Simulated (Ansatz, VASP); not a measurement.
# Eu: VASP beside Ansatz

```
Eu
1.0
    -2.30300    2.30300    2.30300
     2.30300   -2.30300    2.30300
     4.60600    4.60600    0.00000
Eu
2
Direct
  0.00000 0.00000 0.00000
  0.50000 0.50000 0.50000
```

Alike in both runs: task single point; functional PBE; k mesh 8 × 8 × 5; occupations tetrahedron; collinear spin.

|  | VASP | Ansatz |
| --- | --- | --- |
| version | VASP 6.6.1 | Ansatz 0.2.0 |
| potentials or method | VASP PAW PBE potentials, release 64 (Eu) | PAW with Ansatz's default frozen-core files, scalar-relativistic |
| plane-wave cutoff (eV) | 520 | 420 |
| valence electrons in the cell | 34 | 34 |

Ansatz gave:

- gap on the k mesh at the Fermi level (eV): none
- pressure (GPa): -1.6
- traceless stress, the component that is largest in VASP (GPa): 0.26
- net moment per atom (μB): 0.00
- size of the moment on the site where the two differ most (μB): 7.02

Q: What did VASP give for the same quantities?

A: gap on the k mesh at the Fermi level (eV): none; pressure (GPa): -1.9; traceless stress, the component that is largest in VASP (GPa): 0.30; net moment per atom (μB): 0.00; size of the moment on the site where the two differ most (μB): 6.67.

Site moments also hang on the region over which each program counts them. A gap of «none» marks a metal or a gap that the smearing closes. The functional is the same, so the differences come from potentials, cutoffs and numerics. Ansatz's warnings: band table not solved further, stability check not made, tetrahedron derivatives may miss energy slope.

Spin-orbit coupling is off throughout.
